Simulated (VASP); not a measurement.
# HRh6 in VASP: a series of runs

The runs below take HRh6 through single point, with PBE.

Program: VASP 6.6.1. These are calculated values, not measurements. Logs are shortened: lines on timing, memory, paths and dates and some standing lists are left out, and cuts for length are marked.

## 1. The cell of the first run

The cell holds a slab with vacuum, 14 atoms: a = 5.416 Å, b = 5.416 Å, c = 21.674 Å, α = 90.00°, β = 90.00°, γ = 90.00°.

## 2. Single point, PBE

INCAR

```
ALGO     = Normal         # electronic algorithm
DIPOL    = 0.5 0.5 0.289
EDIFF    = 1E-6           # SCF threshold, eV
ENCUT    = 520            # plane-wave cutoff, eV
GGA      = PE             # functional
IDIPOL   = 3            
ISIF     = 2              # what is computed and relaxed
ISMEAR   = 0              # smearing method
LASPH    = True           # aspherical terms in the spheres
LCHARG   = False          # write CHGCAR
LDIPOL   = True         
LREAL    = False          # projectors in reciprocal space
LWAVE    = False          # write WAVECAR
NBANDS   = 104            # bands
NELM     = 80             # most SCF steps
PREC     = Accurate       # precision mode
SIGMA    = 0.1            # smearing width, eV
```

KPOINTS

```
k-points
0
Gamma
  5 5 1
```

POSCAR

```
HRh6
1.0
    5.4163401145      0.0000000000      0.0000000000
    0.0000000000      5.4163401145      0.0000000000
    0.0000000000      0.0000000000     21.6737367085
Rh H
12 2
Direct
    0.2500000000      0.2500000000      0.1845551625
    0.2500000000      0.7500000000      0.1845551625
    0.7500000000      0.2500000000      0.1845551625
    0.7500000000      0.7500000000      0.1845551625
    0.0000000000      0.0000000000      0.2693761947
    0.0000000000      0.5000000000      0.2693761947
    0.5000000000      0.0000000000      0.2693761947
    0.5000000000      0.5000000000      0.2693761947
    0.2500000000      0.2500000000      0.3540569313
    0.2500000000      0.7500000000      0.3540569313
    0.7500000000      0.2500000000      0.3540569313
    0.7500000000      0.7500000000      0.3540569313
    0.3293127868      0.5000000000      0.4043482131
    0.6706872132      0.5000000000      0.4043482131
```

Potentials or basis: VASP PAW PBE potentials, release 64 (Rh_pv, H).

Started as:

```
$ cat potpaw_PBE.64/Rh_pv/POTCAR potpaw_PBE.64/H/POTCAR > POTCAR
$ mpirun -np 1 vasp_std > vasp.out
```

OUTCAR:

```text
EDIFF = 1E-6
   ENCUT = 520
   GGA = PE
   ISIF = 2
   ISMEAR = 0
   LASPH = True
   LREAL = False
   NELM = 80
   PREC = Accurate

 ion  position               nearest neighbor table
   1  0.250  0.250  0.185-   5 2.65   6 2.65   7 2.65   8 2.65   2 2.71   3 2.71   2 2.71   3 2.71

   2  0.250  0.750  0.185-   5 2.65   6 2.65   7 2.65   8 2.65   1 2.71   4 2.71   1 2.71   4 2.71

   3  0.750  0.250  0.185-   5 2.65   6 2.65   7 2.65   8 2.65   1 2.71   4 2.71   4 2.71   1 2.71
[... 4 lines left out ...]
                             6 2.71   7 2.71   6 2.71   7 2.71
   6  0.000  0.500  0.269-   9 2.65  10 2.65  11 2.65  12 2.65   1 2.65   2 2.65   3 2.65   4 2.65
                             5 2.71   8 2.71   5 2.71   8 2.71
   7  0.500  0.000  0.269-   9 2.65  10 2.65  11 2.65  12 2.65   1 2.65   2 2.65   3 2.65   4 2.65
                             5 2.71   8 2.71   8 2.71   5 2.71
   8  0.500  0.500  0.269-   9 2.65  10 2.65  11 2.65  12 2.65   1 2.65   2 2.65   3 2.65   4 2.65
                             6 2.71   7 2.71   7 2.71   6 2.71
   9  0.250  0.250  0.354-  13 1.79   6 2.65   7 2.65   8 2.65   5 2.65  11 2.71  10 2.71  10 2.71
                            11 2.71
  10  0.250  0.750  0.354-  13 1.79   6 2.65   7 2.65   8 2.65   5 2.65  12 2.71   9 2.71   9 2.71
                            12 2.71
  11  0.750  0.250  0.354-  14 1.79   6 2.65   7 2.65   8 2.65   5 2.65  12 2.71   9 2.71  12 2.71
                             9 2.71
  12  0.750  0.750  0.354-  14 1.79   6 2.65   7 2.65   8 2.65   5 2.65  11 2.71  10 2.71  11 2.71
                            10 2.71
  13  0.329  0.500  0.404-   9 1.79  10 1.79
  14  0.671  0.500  0.404-  11 1.79  12 1.79

  LATTYP: Found a simple tetragonal cell.
 ALAT       =     5.4163401145
 C/A-ratio  =     4.0015464779

  Lattice vectors:

 A1 = (   5.4163401145,   0.0000000000,   0.0000000000)
 A2 = (   0.0000000000,   5.4163401145,   0.0000000000)
 A3 = (   0.0000000000,   0.0000000000,  21.6737367085)

Analysis of symmetry for initial positions (statically):
=====================================================================
 Subroutine PRICEL returns:
 Original cell was already a primitive cell.

 Routine SETGRP: Setting up the symmetry group for a
 simple tetragonal supercell.

 Subroutine GETGRP returns: Found  4 space group operations
 (whereof  4 operations were pure point group operations)
 out of a pool of 16 trial point group operations.

The static configuration has the point symmetry C_2v.

Analysis of symmetry for dynamics (positions and initial velocities):
=====================================================================
 Subroutine PRICEL returns:
 Original cell was already a primitive cell.

 Routine SETGRP: Setting up the symmetry group for a
 simple tetragonal supercell.

 Subroutine GETGRP returns: Found  4 space group operations
 (whereof  4 operations were pure point group operations)
 out of a pool of 16 trial point group operations.

The dynamic configuration has the point symmetry C_2v.

 Subroutine INISYM returns: Found  4 space group operations
 (whereof  4 operations are pure point group operations),
 and found     1 'primitive' translations

----------------------------------------------------------------------------------------

                                     Primitive cell

  volume of cell :     635.8368

  direct lattice vectors                    reciprocal lattice vectors
     5.416340114  0.000000000  0.000000000     0.184626515  0.000000000  0.000000000
     0.000000000  5.416340114  0.000000000     0.000000000  0.184626515  0.000000000
     0.000000000  0.000000000 21.673736709     0.000000000  0.000000000  0.046138791

  length of vectors
     5.416340114  5.416340114 21.673736709     0.184626515  0.184626515  0.046138791

  position of ions in fractional coordinates (direct lattice)
     0.250000000  0.250000000  0.184555162
     0.250000000  0.750000000  0.184555162
     0.750000000  0.250000000  0.184555162
     0.750000000  0.750000000  0.184555162
[... 42 lines left out ...]

  Length of vectors
     0.036925303  0.036925303  0.046138791

  Shift w.r.t. Gamma in fractional coordinates (k-lattice)
     0.000000000  0.000000000  0.000000000

 Subroutine IBZKPT returns following result:
 ===========================================

 Found      9 irreducible k-points:

 Following reciprocal coordinates:
            Coordinates               Weight
  0.000000  0.000000  0.000000      1.000000
  0.200000  0.000000  0.000000      2.000000
  0.000000  0.200000  0.000000      2.000000
  0.400000  0.000000  0.000000      2.000000
  0.000000  0.400000  0.000000      2.000000
  0.200000  0.200000  0.000000      4.000000
  0.400000  0.200000  0.000000      4.000000
 -0.200000  0.400000  0.000000      4.000000
  0.400000  0.400000  0.000000      4.000000
   k-points           NKPTS =      9   k-points in BZ     NKDIM =      9   number of bands    NBANDS=    104
   number of dos      NEDOS =    301   number of ions     NIONS =     14
   total plane-waves  NPLWV = 259200
   dimension x,y,z NGX =    40 NGY =   40 NGZ =  162
   dimension x,y,z NGXF=    80 NGYF=   80 NGZF=  324
   ions per type =              12   2
   NGX,Y,Z   is equivalent  to a cutoff of  12.28, 12.28, 12.43 a.u.
   NGXF,Y,Z  is equivalent  to a cutoff of  24.55, 24.55, 24.85 a.u.
 SYSTEM =  unknown system
   PREC   = accura    normal or accurate (medium, high low for compatibility)
   ISTART =      0    job   : 0-new  1-cont  2-samecut
   ICHARG =      2    charge: 1-file 2-atom 10-const
   ISPIN  =      1    spin polarized calculation?
   LNONCOLLINEAR =      F non collinear calculations
   LSORBIT =      F    spin-orbit coupling
   LASPH  =      T    aspherical Exc in radial PAW
   ENCUT  =  520.0 eV  38.22 Ry    6.18 a.u.  10.07 10.07 40.30*2*pi/ulx,y,z
   NELM   =     80;   NELMIN=  2; NELMDL= -5     # of ELM steps
   EDIFF  = 0.1E-05   stopping-criterion for ELM
   LREAL  =      F    real-space projection
   EDIFFG = 0.1E-04   stopping-criterion for IOM
   NSW    =      0    number of steps for IOM
   IBRION =     -1    ionic relax: 0-MD 1-quasi-New 2-CG
   NFREE  =      0    steps in history (QN), initial steepest desc. (CG)
   ISIF   =      2    stress and relaxation
   ISYM   =      2    0-nonsym 1-usesym 2-fastsym
   POTIM  = 0.5000    time-step for ionic-motion
   TEBEG  =    0.0;   TEEND  =   0.0 temperature during run
   PSTRESS=    0.0 pullay stress
   NELECT =     182.0000    total number of electrons
   NUPDOWN=      -1.0000    fix difference up-down
   EMIN   =  10.00;   EMAX   =-10.00  energy-range for DOS
   EFERMI =   0.00;   METHOD = LEGACY
   ISMEAR =     0;   SIGMA  =   0.10  broadening in eV -4-tet -1-fermi 0-gaus
   EFERMI_NEDOS =   21; number of points for ismear=-14 and -15
   IALGO  =     38    algorithm
   IMIX   =      4    mixing-type and parameters
     AMIX     =   0.40;   BMIX     =  1.00
     AMIX_MAG =   1.60;   BMIX_MAG =  1.00
  volume/ion in A,a.u.               =      45.42       306.49
  Fermi-wavevector in a.u.,A,eV,Ry     =   1.078906  2.038836 15.837686  1.164037
  Thomas-Fermi vector in A             =   2.214857
   LORBIT       =      0    0 simple, 1 ext, 2 COOP (PROOUT), +10 PAW based schemes
   GGA     = PE    functional components
   LHFCALC =     F    Hartree Fock is set to
   AEXX    =    0.0000 exact exchange contribution
   IVDW    =     0    specifies the selected vdW correction
   LEPSILON=     F    determine dielectric tensor
   LRPA    =     F    only Hartree local field effects (RPA)
 non-spin polarized calculation
 Gauss-broadening in eV      SIGMA  =   0.10
  energy-cutoff  :      520.00
  volume of cell :      635.84
 maximum number of plane-waves:     17146
   NGX = 21   NGY = 21   NGZ = 81

 dipolmoment           0.000000      0.000000     -0.107270 electrons x Angstroem

 number of electron     182.0000089 magnetization

 dipolmoment           0.000000      0.000000      0.054291 electrons x Angstroem

 Free energy of the ion-electron system (eV)
  ---------------------------------------------------
  ext. energy  EPLUGINS =         0.00000000
  ---------------------------------------------------
  free energy    TOTEN  =       -86.18453039 eV

  energy without entropy =      -86.09513534  energy(sigma->0) =      -86.13983286

 E-fermi :  -0.6564     XC(G=0):  -4.6230

 val. band max:       -0.6567628650   @ k =   0.0000   0.4000   0.0000
 cond. band min:      -0.6172161906   @ k =   0.2000   0.2000   0.0000
 fundamental gap:      0.0395466744
 Fermi energy:        -0.6564480895

 k-point     1 :       0.0000    0.0000    0.0000
  band No.  band energies     occupation
      1     -47.6870      2.00000
      2     -47.6703      2.00000
      3     -47.6341      2.00000
      4     -47.6162      2.00000
      5     -47.5190      2.00000
      6     -47.5114      2.00000
[... 943 lines left out ...]
    102       0.8147      0.00000
    103       0.9278      0.00000
 [bands above 103 left out]

------------------------ aborting loop because EDIFF is reached ----------------------------------------

 vacuum level on the upper side and lower side of the slab       (xc-potential included)         0.077        -0.220

  FORCE on cell =-STRESS in cart. coord.  units (eV):
  Direction    XX          YY          ZZ          XY          YZ          ZX
  --------------------------------------------------------------------------------------
  -------------------------------------------------------------------------------------
  Total       -5.5048261     -6.9384729      0.8894608      0.0000000      0.0000000      0.0000000
  in kB      -13.8710245    -17.4835182      2.2412573      0.0000000      0.0000000      0.0000000
  external PRESSURE =      -9.7044285 kB  Pullay stress =       0.0000000 kB

 VOLUME and BASIS-vectors are now :
 -----------------------------------------------------------------------------
  energy-cutoff  :      520.00
  volume of cell :      635.84
      direct lattice vectors                 reciprocal lattice vectors
     5.416340114  0.000000000  0.000000000     0.184626515  0.000000000  0.000000000
     0.000000000  5.416340114  0.000000000     0.000000000  0.184626515  0.000000000
     0.000000000  0.000000000 21.673736709     0.000000000  0.000000000  0.046138791

 POSITION                                       TOTAL-FORCE (eV/Angst)
 -----------------------------------------------------------------------------------
      1.35409      1.35409      4.00000        -0.003795      0.058485     -0.020452
      1.35409      4.06226      4.00000        -0.003795     -0.058485     -0.020452
      4.06226      1.35409      4.00000         0.003795      0.058485     -0.020452
      4.06226      4.06226      4.00000         0.003795     -0.058485     -0.020452
      0.00000      0.00000      5.83839         0.000000      0.000000     -0.009000
      0.00000      2.70817      5.83839         0.000000      0.000000     -0.264779
      2.70817      0.00000      5.83839         0.000000      0.000000     -0.011381
      2.70817      2.70817      5.83839         0.000000      0.000000     -0.349883
      1.35409      1.35409      7.67374         0.108049      0.086244      0.284283
      1.35409      4.06226      7.67374         0.108049     -0.086244      0.284283
      4.06226      1.35409      7.67374        -0.108049      0.086244      0.284283
      4.06226      4.06226      7.67374        -0.108049     -0.086244      0.284283
      1.78367      2.70817      8.76374        -0.443955      0.000000     -0.210139
      3.63267      2.70817      8.76374         0.443955      0.000000     -0.210139
 -----------------------------------------------------------------------------------
    total drift:                                0.000000      0.000000      0.001447

  FREE ENERGIE OF THE ION-ELECTRON SYSTEM (eV)
  ---------------------------------------------------
  free  energy   TOTEN  =       -86.1845303884 eV

  energy  without entropy=      -86.0951353351  energy(sigma->0) =      -86.13983286

 vacuum level on the upper side and lower side of the slab         4.626         4.297
```

Run time: 21 min. Hardware: 1 thread of Intel Xeon 6975P-C (Granite Rapids), shared host; peak memory 0.76 GiB.

Results:

| Property | Result |
| --- | --- |
| Free energy | -86.1845 eV |
| Largest force | 0.491 eV/Å |
| Band gap on the k mesh | zero (band 91 reaches -0.32 eV, above the bottom of band 92 at -1.00 eV) |

Forces in eV/Å, atoms in the order of the input:
```
Rh  -0.004  0.058 -0.020
Rh  -0.004 -0.058 -0.020
Rh   0.004  0.058 -0.020
Rh   0.004 -0.058 -0.020
Rh   0.000  0.000 -0.009
Rh   0.000  0.000 -0.265
Rh   0.000  0.000 -0.011
Rh   0.000  0.000 -0.350
Rh   0.108  0.086  0.284
Rh   0.108 -0.086  0.284
Rh  -0.108  0.086  0.284
Rh  -0.108 -0.086  0.284
H   -0.444  0.000 -0.210
H    0.444  0.000 -0.210
```

## 3. Single point, PBE

INCAR

```
SYSTEM = HRh6
PREC = Accurate
ENCUT = 520
EDIFF = 1E-7
ISMEAR = 0
SIGMA = 0.1
LREAL = .FALSE.
LASPH = .TRUE.
NELM = 80
ALGO = Normal
ISIF = 2
LWAVE = .FALSE.
LCHARG = .FALSE.
LDIPOL = .TRUE.
IDIPOL = 3
DIPOL = 0.5 0.5 0.284
GGA = PE
NBANDS = 104
```

KPOINTS

```
Automatic mesh
0
G
  5 5 1
  0 0 0
```

Edit POSCAR of step 2 so:

```diff
@@ -20,3 +20,3 @@
     0.7500000000      0.7500000000      0.3540569313
-    0.3293127868      0.5000000000      0.4043482131
-    0.6706872132      0.5000000000      0.4043482131
+    0.2553698675      0.5000000000      0.3748193871
+    0.7446301325      0.5000000000      0.3748193871
```

Potentials or basis: VASP PAW PBE potentials, release 64 (Rh_pv, H).

Started as:

```
$ cat potpaw_PBE.64/Rh_pv/POTCAR potpaw_PBE.64/H/POTCAR > POTCAR
$ mpirun -np 1 vasp_std > vasp.out
```

It took 19 min on 1 thread of Intel Xeon 6975P-C (Granite Rapids), shared host; peak memory 0.77 GiB.

It converged, with:

```yaml
Free_energy: -83.4114 eV
Largest_force: 5.055 eV/Å
Band_gap_on_the_k_mesh: zero (band 91 reaches -0.30 eV, above the bottom of band 92 at -0.96 eV)
```

Forces on the atoms (eV/Å):
```
Rh  -0.004  0.035  0.068
Rh  -0.004 -0.035  0.068
Rh   0.004  0.035  0.068
Rh   0.004 -0.035  0.068
Rh   0.000  0.000 -0.397
Rh   0.000  0.000 -0.660
Rh   0.000  0.000 -0.352
Rh   0.000  0.000 -0.666
Rh  -0.109 -4.862 -1.378
Rh  -0.109  4.862 -1.378
Rh   0.109 -4.862 -1.378
Rh   0.109  4.862 -1.378
H    0.205  0.000  3.659
H   -0.205  0.000  3.659
```

Levels at points of the mesh, in eV from the Fermi level:
```
           k point  band 90  band 91  band 92  band 93  band 94  band 95
(0.00, 0.00, 0.00)     0.24     0.28     0.41     0.53     0.55     0.58
```

## 4. Single point, PBE

INCAR

```
SYSTEM = HRh6
ALGO     = Normal         ! electronic algorithm
DIPOL    = 0.5 0.5 0.291
EDIFF    = 1E-6           ! SCF threshold, eV
ENCUT    = 520            ! plane-wave cutoff, eV
GGA      = PE             ! functional
IDIPOL   = 3            
ISIF     = 2              ! what is computed and relaxed
ISMEAR   = 0              ! smearing method
LASPH    = .TRUE.         ! aspherical terms in the spheres
LCHARG   = .FALSE.        ! write CHGCAR
LDIPOL   = .TRUE.       
LREAL    = .FALSE.        ! projectors in reciprocal space
LWAVE    = .FALSE.        ! write WAVECAR
NBANDS   = 104            ! bands
NELM     = 100            ! most SCF steps
PREC     = Accurate       ! precision mode
SIGMA    = 0.1            ! smearing width, eV
```

KPOINTS

```
k-points
0
G
  5 5 1
  0 0 0
```

Edit POSCAR of step 3 so:

```diff
@@ -20,3 +20,3 @@
     0.7500000000      0.7500000000      0.3540569313
-    0.2553698675      0.5000000000      0.3748193871
-    0.7446301325      0.5000000000      0.3748193871
+    0.4151641163      0.5000000000      0.4191126261
+    0.5848358837      0.5000000000      0.4191126261
```

Started as:

```
$ cat potpaw_PBE.64/Rh_pv/POTCAR potpaw_PBE.64/H/POTCAR > POTCAR
$ mpirun -np 1 vasp_std > vasp.out
```

It took 11 min on 1 thread of AMD EPYC 9R45 (Zen 5), shared host; peak memory 0.75 GiB.

It converged, with:

```yaml
Free_energy: -85.3920 eV
Largest_force: 0.411 eV/Å
Band_gap_on_the_k_mesh: zero (band 91 reaches -0.12 eV, above the bottom of band 92 at -0.78 eV)
```

Forces on the atoms (eV/Å):
```
Rh  -0.007  0.016  0.034
Rh  -0.007 -0.016  0.034
Rh   0.007  0.016  0.034
Rh   0.007 -0.016  0.034
Rh   0.000  0.000  0.411
Rh   0.000  0.000 -0.313
Rh   0.000  0.000 -0.250
Rh   0.000  0.000 -0.250
Rh   0.021  0.072  0.236
Rh   0.021 -0.072  0.236
Rh  -0.021  0.072  0.236
Rh  -0.021 -0.072  0.236
H   -0.059  0.000 -0.338
H    0.059  0.000 -0.338
```

Levels at points of the mesh, in eV from the Fermi level:
| k point | band 90 | band 91 | band 92 | band 93 | band 94 | band 95 |
| --- | --- | --- | --- | --- | --- | --- |
| (0.00, 0.00, 0.00) | 0.33 | 0.34 | 0.53 | 0.56 | 0.65 | 0.66 |
